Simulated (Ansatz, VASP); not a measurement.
C in VASP and in Ansatz

The input INCAR:

```
SYSTEM = C
PREC = Accurate ; ENCUT = 520
EDIFF = 1E-6 ; ISMEAR = -1
SIGMA = 0.05 ; LREAL = .False.
LASPH = .True. ; NELM = 80
ALGO = Normal ; ISIF = 2
LWAVE = .False. ; LCHARG = .False.
GGA = PS ; IVDW = 13
NBANDS = 11
```

KPOINTS

```
Automatic mesh
0
Gamma
  13 13 13
  0 0 0
```

POSCAR

```
C
1.0
    0.0000000000      1.7951807415      1.7951807415
    1.7951807415      0.0000000000      1.7951807415
    1.7951807415      1.7951807415      0.0000000000
C
2
Direct
    0.7500000000      0.7500000000      0.7500000000
    0.5000000000      0.5000000000      0.5000000000
```

File input.yaml:

```yaml
crystal:
  lattice:
    - [0.0, 1.7951807415, 1.7951807415]
    - [1.7951807415, 0.0, 1.7951807415]
    - [1.7951807415, 1.7951807415, 0.0]
  atoms:
    - { symbol: C, position: [0.75, 0.75, 0.75] }
    - { symbol: C, position: [0.5, 0.5, 0.5] }
hamiltonian:
  xc: pbesol
  pseudopotentials: { kind: paw }
  dispersion: d4
kpoints:
  mp_grid: { grid: [13, 13, 13] }
scf:
  occupations: { method: fermi_dirac, width: 0.05 }
output:
  forces: true
  stress: true
  eigenvalues: true
  write_density: true
  write_potential: true
  elf: true
  volumetric_format: npy
```

Alike in both runs: task single point; functional PBEsol; dispersion D4; k mesh 13 × 13 × 13; occupations fermi-dirac, width 0.05 eV; no spin polarisation.

```csv
,VASP,Ansatz
version,VASP 6.6.1,Ansatz 0.2.0
potentials or method,"VASP PAW PBE potentials, release 64 (C)",Ansatz PAW
plane-wave cutoff (eV),520,420
valence electrons in the cell,8,8
```

Ansatz gave:

| Property | Result |
| --- | --- |
| gap on the k mesh at the Fermi level (eV) | 3.97 |
| least direct gap on the mesh (eV) | 5.48 |
| pressure (GPa) | -16.0 |

Question: What did VASP give for the same quantities?

Answer: gap on the k mesh at the Fermi level (eV): 3.97; least direct gap on the mesh (eV): 5.48; pressure (GPa): -15.0.

VASP's potentials were made for PBE, not for PBEsol.

Noted on Ansatz's run: Pulay correction over one GPa; odd divisions of the mesh miss points on the zone boundary, where band edges often lie, so the gap on the mesh can be too wide.
